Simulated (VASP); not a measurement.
Set up this calculation in VASP 6.6.1, as the native input.

- Task: single point
- Functional: PBE
- Potentials or basis: VASP PAW PBE potentials, release 64 (Ru_pv)
- Cutoff: 520 eV
- k mesh: 11 × 11 × 11
- Occupations: fermi-dirac, width 0.1 eV
- Spin: no spin polarisation
- Dipole correction: no
- Further INCAR settings: ALGO = Normal; EDIFF = 1e-06; NBANDS = 21

The structure of Ru lies in POSCAR:

```
Ru
1.0
    0.0000000000      2.7987274610      2.7987274610
    2.7987274610      0.0000000000      2.7987274610
    2.7987274610      2.7987274610      0.0000000000
Ru
2
Direct
    0.1250000000      0.1250000000      0.1250000000
    0.8750000000      0.8750000000      0.8750000000
```

This isn't the form of Ru at room conditions, which is hcp.

One way to write it, as run:

INCAR

```
SYSTEM = Ru
ALGO = Normal
EDIFF = 1E-6
ENCUT = 520
GGA = PE
ISIF = 2
ISMEAR = -1
LASPH = .TRUE.
LCHARG = .FALSE.
LREAL = .FALSE.
LWAVE = .FALSE.
NBANDS = 21
NELM = 60
PREC = Accurate
SIGMA = 0.1
```

KPOINTS

```
k-points
0
G
  11 11 11
  0 0 0
```

Potentials or basis: VASP PAW PBE potentials, release 64 (Ru_pv).

The run is started by

```console
$ cat potpaw_PBE.64/Ru_pv/POTCAR > POTCAR
$ mpirun -np 1 vasp_std > vasp.out
```

It gave:

```yaml
Pressure: -10.3 GPa
Band_gap_on_the_k_mesh: zero (bands 14 and 15 overlap by 0.76 eV)
```

Caveat: the cell stands under tension.

Run time: 64 s on 1 thread of AMD EPYC 7R43 64-Core Processor (Zen 3), with other jobs on the host, peak memory 0.15 GiB.
